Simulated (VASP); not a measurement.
# W2N3 (P6_3/mmc) in VASP: single point with PBE

Aim: the single point of W2N3 with PBE.

All numbers are computed with VASP 6.6.1; they aren't measurements. Logs are shortened: lines on timing, memory, paths and dates and some standing lists are left out, and cuts for length are marked.

### 1 The cell of the first run

It takes space group P6_3/mmc (No. 194, hexagonal). The conventional cell has a = 2.911 Å, b = 2.911 Å, c = 17.155 Å, α = 90.00°, β = 90.00°, γ = 120.00°. W (site symmetry 3m) has 6 N at 2.02 to 2.23 Å within 2.7 Å. Within 2.7 Å of N (site symmetry 3m) lie 3 W at 2.02 Å and 1 N at 2.58 Å. N (site symmetry -6m2) has 6 W at 2.23 Å and 8 N at 2.58 to 2.91 Å within 3.0 Å.

### 2 Single point, PBE

File INCAR:

```
SYSTEM = W2N3
  PREC = Accurate
  ENCUT = 520
  EDIFF = 1E-6
  ISMEAR = 0
  SIGMA = 0.1
  LREAL = .FALSE.
  LASPH = .TRUE.
  NELM = 80
  ALGO = Normal
  ISIF = 2
  LWAVE = .FALSE.
  LCHARG = .FALSE.
  GGA = PE
  NBANDS = 54
```

File KPOINTS:

```
Automatic mesh
0
G
  12 12 4
  0 0 0
```

File POSCAR:

```
W2N3
1.0
    2.9109627507      0.0000000000      0.0000000000
   -1.4554813753      2.5209676916      0.0000000000
    0.0000000000      0.0000000000     17.1549983300
W N
4 6
Direct
    0.6666666667      0.3333333333      0.1645035455
    0.3333333333      0.6666666667      0.8354964545
    0.3333333333      0.6666666667      0.6645035455
    0.6666666667      0.3333333333      0.3354964545
    0.6666666667      0.3333333333      0.9003336972
    0.3333333333      0.6666666667      0.0996663028
    0.3333333333      0.6666666667      0.4003336972
    0.6666666667      0.3333333333      0.5996663028
    0.6666666667      0.3333333333      0.7500000000
    0.3333333333      0.6666666667      0.2500000000
```

Potentials or basis: VASP PAW PBE potentials, release 64 (W_sv, N).

The run is started by

```sh
cat potpaw_PBE.64/W_sv/POTCAR potpaw_PBE.64/N/POTCAR > POTCAR
mpirun -np 1 vasp_std > vasp.out
```

OUTCAR:

```text
SYSTEM = W2N3
   PREC = Accurate
   ENCUT = 520
   EDIFF = 1E-6
   ISMEAR = 0
   LREAL = .FALSE.
   LASPH = .TRUE.
   NELM = 80
   ISIF = 2
   GGA = PE

 ion  position               nearest neighbor table
   1  0.667  0.333  0.165-   6 2.02   6 2.02   6 2.02  10 2.23  10 2.23  10 2.23   4 2.93
   2  0.333  0.667  0.835-   5 2.02   5 2.02   5 2.02   9 2.23   9 2.23   9 2.23   3 2.93
   3  0.333  0.667  0.665-   8 2.02   8 2.02   8 2.02   9 2.23   9 2.23   9 2.23   2 2.93
   4  0.667  0.333  0.335-   7 2.02   7 2.02   7 2.02  10 2.23  10 2.23  10 2.23   1 2.93
   5  0.667  0.333  0.900-   2 2.02   2 2.02   2 2.02
   6  0.333  0.667  0.100-   1 2.02   1 2.02   1 2.02
   7  0.333  0.667  0.400-   4 2.02   4 2.02   4 2.02
   8  0.667  0.333  0.600-   3 2.02   3 2.02   3 2.02
   9  0.667  0.333  0.750-   2 2.23   3 2.23   2 2.23   3 2.23   2 2.23   3 2.23
  10  0.333  0.667  0.250-   1 2.23   4 2.23   1 2.23   4 2.23   1 2.23   4 2.23

  LATTYP: Found a hexagonal cell.
 ALAT       =     2.9109627507
 C/A-ratio  =     5.8932386977

  Lattice vectors:

 A1 = (   2.9109627507,   0.0000000000,   0.0000000000)
 A2 = (  -1.4554813753,   2.5209676916,   0.0000000000)
 A3 = (   0.0000000000,   0.0000000000,  17.1549983300)

Analysis of symmetry for initial positions (statically):
=====================================================================
 Subroutine PRICEL returns:
 Original cell was already a primitive cell.

 Routine SETGRP: Setting up the symmetry group for a
 hexagonal supercell.

 Subroutine GETGRP returns: Found 24 space group operations
 (whereof 12 operations were pure point group operations)
 out of a pool of 24 trial point group operations.

The static configuration has the point symmetry D_3d.
 The point group associated with its full space group is D_6h.

Analysis of symmetry for dynamics (positions and initial velocities):
=====================================================================
 Subroutine PRICEL returns:
 Original cell was already a primitive cell.

 Routine SETGRP: Setting up the symmetry group for a
 hexagonal supercell.

 Subroutine GETGRP returns: Found 24 space group operations
 (whereof 12 operations were pure point group operations)
 out of a pool of 24 trial point group operations.

The dynamic configuration has the point symmetry D_3d.
 The point group associated with its full space group is D_6h.

 Subroutine INISYM returns: Found 24 space group operations
 (whereof 12 operations are pure point group operations),
 and found     1 'primitive' translations

----------------------------------------------------------------------------------------

                                     Primitive cell

  volume of cell :     125.8910

  direct lattice vectors                    reciprocal lattice vectors
     2.910962751  0.000000000  0.000000000     0.343528958  0.198336536  0.000000000
    -1.455481375  2.520967692  0.000000000     0.000000000  0.396673073  0.000000000
     0.000000000  0.000000000 17.154998330     0.000000000  0.000000000  0.058292049

  length of vectors
     2.910962751  2.910962751 17.154998330     0.396673073  0.396673073  0.058292049

  position of ions in fractional coordinates (direct lattice)
     0.666666667  0.333333333  0.164503545
     0.333333333  0.666666667  0.835496455
     0.333333333  0.666666667  0.664503545
     0.666666667  0.333333333  0.335496455
     0.666666667  0.333333333  0.900333697
     0.333333333  0.666666667  0.099666303
     0.333333333  0.666666667  0.400333697
     0.666666667  0.333333333  0.599666303
     0.666666667  0.333333333  0.750000000
     0.333333333  0.666666667  0.250000000

  ion indices of the primitive-cell ions
   primitive index   ion index
                 1           1
                 2           2
                 3           3
                 4           4
                 5           5
                 6           6
                 7           7
                 8           8
                 9           9
                10          10

----------------------------------------------------------------------------------------

 KPOINTS: Automatic mesh

Automatic generation of k-mesh.
 Grid dimensions read from file:
 generate k-points for:   12   12    4

 Generating k-lattice:

  Cartesian coordinates                     Fractional coordinates (reciprocal lattice)
     0.028627413  0.016528045  0.000000000     0.083333333  0.000000000  0.000000000
     0.000000000  0.033056089  0.000000000     0.000000000  0.083333333  0.000000000
     0.000000000  0.000000000  0.014573012     0.000000000  0.000000000  0.250000000

  Length of vectors
     0.033056089  0.033056089  0.014573012

  Shift w.r.t. Gamma in fractional coordinates (k-lattice)
     0.000000000  0.000000000  0.000000000

 Subroutine IBZKPT returns following result:
 ===========================================

 Found     57 irreducible k-points:

 Following reciprocal coordinates:
            Coordinates               Weight
  0.000000  0.000000  0.000000      1.000000
  0.083333  0.000000  0.000000      6.000000
  0.166667  0.000000  0.000000      6.000000
  0.250000  0.000000  0.000000      6.000000
  0.333333  0.000000  0.000000      6.000000
  0.416667  0.000000  0.000000      6.000000
[... 16 lines left out ...]
  0.250000  0.000000  0.250000     12.000000
  0.333333  0.000000  0.250000     12.000000
 [... further k-points ...]
   k-points           NKPTS =     57   k-points in BZ     NKDIM =     57   number of bands    NBANDS=     54
   number of dos      NEDOS =    301   number of ions     NIONS =     10
   total plane-waves  NPLWV =  73728
   dimension x,y,z NGX =    24 NGY =   24 NGZ =  128
   dimension x,y,z NGXF=    48 NGYF=   48 NGZF=  256
   ions per type =               4   6
   NGX,Y,Z   is equivalent  to a cutoff of  13.71, 13.71, 12.40 a.u.
   NGXF,Y,Z  is equivalent  to a cutoff of  27.41, 27.41, 24.81 a.u.
 SYSTEM =  W2N3
   PREC   = accura    normal or accurate (medium, high low for compatibility)
   ISTART =      0    job   : 0-new  1-cont  2-samecut
   ICHARG =      2    charge: 1-file 2-atom 10-const
   ISPIN  =      1    spin polarized calculation?
   LNONCOLLINEAR =      F non collinear calculations
   LSORBIT =      F    spin-orbit coupling
   LASPH  =      T    aspherical Exc in radial PAW
   ENCUT  =  520.0 eV  38.22 Ry    6.18 a.u.   5.41  5.41 31.90*2*pi/ulx,y,z
   NELM   =     80;   NELMIN=  2; NELMDL= -5     # of ELM steps
   EDIFF  = 0.1E-05   stopping-criterion for ELM
   LREAL  =      F    real-space projection
   EDIFFG = 0.1E-04   stopping-criterion for IOM
   NSW    =      0    number of steps for IOM
   IBRION =     -1    ionic relax: 0-MD 1-quasi-New 2-CG
   NFREE  =      0    steps in history (QN), initial steepest desc. (CG)
   ISIF   =      2    stress and relaxation
   ISYM   =      2    0-nonsym 1-usesym 2-fastsym
   POTIM  = 0.5000    time-step for ionic-motion
   TEBEG  =    0.0;   TEEND  =   0.0 temperature during run
   PSTRESS=    0.0 pullay stress
   NELECT =      86.0000    total number of electrons
   NUPDOWN=      -1.0000    fix difference up-down
   EMIN   =  10.00;   EMAX   =-10.00  energy-range for DOS
   EFERMI =   0.00;   METHOD = LEGACY
   ISMEAR =     0;   SIGMA  =   0.10  broadening in eV -4-tet -1-fermi 0-gaus
   EFERMI_NEDOS =   21; number of points for ismear=-14 and -15
   IALGO  =     38    algorithm
   IMIX   =      4    mixing-type and parameters
     AMIX     =   0.40;   BMIX     =  1.00
     AMIX_MAG =   1.60;   BMIX_MAG =  1.00
  volume/ion in A,a.u.               =      12.59        84.96
  Fermi-wavevector in a.u.,A,eV,Ry     =   1.441815  2.724635 28.284194  2.078830
  Thomas-Fermi vector in A             =   2.560405
   LORBIT       =      0    0 simple, 1 ext, 2 COOP (PROOUT), +10 PAW based schemes
   GGA     = PE    functional components
   LHFCALC =     F    Hartree Fock is set to
   AEXX    =    0.0000 exact exchange contribution
   IVDW    =     0    specifies the selected vdW correction
   LEPSILON=     F    determine dielectric tensor
   LRPA    =     F    only Hartree local field effects (RPA)
 non-spin polarized calculation
 Gauss-broadening in eV      SIGMA  =   0.10
  energy-cutoff  :      520.00
  volume of cell :      125.89
 maximum number of plane-waves:      3460
 NGX is ok and might be reduce to    24
   NGX = 11   NGY = 11   NGZ = 63

 number of electron      85.9999994 magnetization

 Free energy of the ion-electron system (eV)
  ---------------------------------------------------
  ext. energy  EPLUGINS =         0.00000000
  ---------------------------------------------------
  free energy    TOTEN  =      -102.91396285 eV

  energy without entropy =     -102.88674582  energy(sigma->0) =     -102.90035433

 E-fermi :   6.5916     XC(G=0): -11.4182

 val. band max:        6.5883026452   @ k =   0.1667   0.0833   0.0000
 cond. band min:       6.5939611346   @ k =   0.1667   0.0833   0.0000
 fundamental gap:      0.0056584894
 Fermi energy:         6.5916445245

 k-point     1 :       0.0000    0.0000    0.0000
  band No.  band energies     occupation
      1     -68.4116      2.00000
      2     -68.4116      2.00000
      3     -68.3981      2.00000
      4     -68.3981      2.00000
      5     -32.8874      2.00000
      6     -32.8874      2.00000
[... 46 lines left out ...]
     53       9.7618      0.00000
     54       9.8327      0.00000

 k-point     2 :       0.0833    0.0000    0.0000
  band No.  band energies     occupation
      1     -68.4077      2.00000
      2     -68.4077      2.00000
      3     -68.3943      2.00000
      4     -68.3943      2.00000
      5     -32.8761      2.00000
      6     -32.8760      2.00000
[... 46 lines left out ...]
     53      10.3128      0.00000
     54      10.3133      0.00000

 k-point     3 :       0.1667    0.0000    0.0000
  band No.  band energies     occupation
      1     -68.3971      2.00000
      2     -68.3971      2.00000
      3     -68.3838      2.00000
      4     -68.3837      2.00000
      5     -32.8451      2.00000
      6     -32.8450      2.00000
[... 46 lines left out ...]
     53      10.3925      0.00000
     54      10.5755      0.00000
[... 1084 lines left out ...]
 k-point    23 :       0.2500    0.0000    0.2500
  band No.  band energies     occupation
      1     -68.3825      2.00000
      2     -68.3825      2.00000
      3     -68.3693      2.00000
      4     -68.3693      2.00000
      5     -32.8027      2.00000
      6     -32.8027      2.00000
[... 46 lines left out ...]
     53      10.5827      0.00000
     54      10.7249      0.00000

 k-point    24 :       0.3333    0.0000    0.2500
  band No.  band energies     occupation
      1     -68.3679      2.00000
      2     -68.3679      2.00000
      3     -68.3549      2.00000
      4     -68.3549      2.00000
      5     -32.9146      2.00000
      6     -32.9145      2.00000
[... 46 lines left out ...]
     53      10.7740      0.00000
     54      10.8496      0.00000

 [... further k-points ...]

------------------------ aborting loop because EDIFF is reached ----------------------------------------

  FORCE on cell =-STRESS in cart. coord.  units (eV):
  Direction    XX          YY          ZZ          XY          YZ          ZX
  --------------------------------------------------------------------------------------
  -------------------------------------------------------------------------------------
  Total        1.0437697      1.0437697      1.0804842      0.0000000      0.0000000      0.0000000
  in kB       13.2837486     13.2837486     13.7510034      0.0000000      0.0000000      0.0000000
  external PRESSURE =      13.4395002 kB  Pullay stress =       0.0000000 kB

 VOLUME and BASIS-vectors are now :
 -----------------------------------------------------------------------------
  energy-cutoff  :      520.00
  volume of cell :      125.89
      direct lattice vectors                 reciprocal lattice vectors
     2.910962751  0.000000000  0.000000000     0.343528958  0.198336536  0.000000000
    -1.455481375  2.520967692  0.000000000     0.000000000  0.396673073  0.000000000
     0.000000000  0.000000000 17.154998330     0.000000000  0.000000000  0.058292049

 POSITION                                       TOTAL-FORCE (eV/Angst)
 -----------------------------------------------------------------------------------
      1.45548      0.84032      2.82206        -0.000000      0.000000      0.049857
     -0.00000      1.68065     14.33294         0.000000     -0.000000     -0.049857
     -0.00000      1.68065     11.39956         0.000000     -0.000000      0.049857
      1.45548      0.84032      5.75544        -0.000000      0.000000     -0.049857
      1.45548      0.84032     15.44522         0.000000      0.000000      0.144065
     -0.00000      1.68065      1.70978         0.000000     -0.000000     -0.144065
     -0.00000      1.68065      6.86772         0.000000     -0.000000      0.144065
      1.45548      0.84032     10.28727         0.000000      0.000000     -0.144065
      1.45548      0.84032     12.86625         0.000000     -0.000000      0.000000
     -0.00000      1.68065      4.28875        -0.000000      0.000000      0.000000
 -----------------------------------------------------------------------------------
    total drift:                                0.000000     -0.000000      0.000000

  FREE ENERGIE OF THE ION-ELECTRON SYSTEM (eV)
  ---------------------------------------------------
  free  energy   TOTEN  =      -102.9139628517 eV

  energy  without entropy=     -102.8867458154  energy(sigma->0) =     -102.90035433
```

It took 8.5 min on 1 thread of Intel Xeon Platinum 8488C (Sapphire Rapids), shared host; peak memory 0.43 GiB.

Results:

- Free energy: -102.9140 eV
- Pressure: 1.3 GPa
- Largest force: 0.144 eV/Å
- Band gap on the k mesh: zero (bands 43 and 44 overlap by 1.73 eV)

Forces on the atoms (eV/Å):
```
W    0.000  0.000  0.050
W    0.000  0.000 -0.050
W    0.000  0.000  0.050
W    0.000  0.000 -0.050
N    0.000  0.000  0.144
N    0.000  0.000 -0.144
N    0.000  0.000  0.144
N    0.000  0.000 -0.144
N    0.000  0.000  0.000
N    0.000  0.000  0.000
```

Levels at points of the mesh, in eV from the Fermi level:
```
           k point  band 40  band 41  band 42  band 43  band 44  band 45  band 46  band 47  band 48  band 49
(0.00, 0.00, 0.00)    -2.22     0.43     0.43     0.44     0.44     0.59     1.18     2.03     2.52     2.87
(0.50, 0.00, 0.00)    -2.44    -0.28    -0.27     0.35     0.45     2.93     2.94     2.94     2.94     3.18
(0.00, 0.00, 0.50)    -2.37     0.43     0.43     0.43     0.43     0.85     0.85     2.31     2.31     2.87
(0.50, 0.00, 0.50)    -2.45    -0.28    -0.28     0.40     0.40     2.93     2.93     2.94     2.94     3.20
```

Caveat: spin-orbit coupling is left out, which moves the levels of the heavy elements.
